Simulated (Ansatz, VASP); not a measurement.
## Si in VASP and in Ansatz

```
Si
1.0
     3.85128    0.00000    0.00000
    -1.92564    3.33531    0.00000
     0.00000    0.00000   25.34865
Si
8
Direct
  0.66667 0.33333 0.30013
  0.33333 0.66667 0.32668
  0.33333 0.66667 0.42231
  0.66667 0.33333 0.45314
  0.66667 0.33333 0.54686
  0.33333 0.66667 0.57769
  0.33333 0.66667 0.67332
  0.66667 0.33333 0.69987
```

Alike in both runs: functional PBE; k mesh 9 × 9 × 1; occupations gaussian, width 0.05 eV; no spin polarisation.

Ansatz relaxed the structure, and its values are those at the end. VASP's run is a single point on that final structure, the one shown.

|  | VASP | Ansatz |
| --- | --- | --- |
| version | VASP 6.6.1 | Ansatz 0.2.0 |
| potentials or method | VASP PAW PBE potentials, release 64 (Si), cutoff 520 eV | scalar-relativistic, plane waves, PAW |
| valence electrons in the cell | 32 | 32 |

|  | VASP | Ansatz | Ansatz less VASP |
| --- | --- | --- | --- |
| gap on the k mesh at the Fermi level (eV) | none | none | - |
| rms of the force components (eV/Å) | 0.005 | 0.005 | -0.0001 |

A gap of «none» marks a metal or a gap that the smearing closes. Ansatz's warnings: xc potential rough in thin density.
